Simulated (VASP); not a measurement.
Runs of VASP 6.6.1 on PbS. The structure is that of space group Cmcm (No. 63), or close to it. The cells are those of the table. 

```csv
task,cell,k mesh,cutoff (eV),smearing,gap on the mesh (eV),pressure (GPa),largest force (eV/Å)
relaxation of shape and atoms at fixed volume,"relaxed from a = 6.402, b = 6.402, c = 4.253 Å, angles 90.0, 90.0, 142.2°, 4 atoms",8 × 8 × 6,600,gaussian 0.02 eV,1.26,0.7,0.01
single point,"a = 6.467, b = 6.467, c = 4.296 Å, angles 90.0, 90.0, 142.2°, 4 atoms",8 × 8 × 6,520,gaussian 0.02 eV,1.29,-0.1,0.01
single point,"a = 5.901, b = 5.901, c = 4.160 Å, angles 90.0, 90.0, 140.6°, 4 atoms",6 × 6 × 4,520,gaussian 0.1 eV,(a),12.3,1.59
relaxation of cell and atoms,"relaxed from a = 6.407, b = 6.407, c = 4.331 Å, angles 90.0, 90.0, 141.9°, 4 atoms",8 × 8 × 6,600,gaussian 0.02 eV,(b),0.0,-
```

Alike in all rows: level PBE; potentials or basis VASP PAW PBE potentials, release 64 (Pb_d, S); no spin polarisation.

Fill in the values left out.

(a) 1.42; (b) 1.30.

Caveats: spin-orbit coupling is left out, which moves the levels of the heavy elements; forces of over 1 eV/Å act on the atoms, so gaps and moduli don't describe the material at rest (some runs).

A k mesh can miss the band edges, and the runs leave out spin-orbit coupling on Pb.
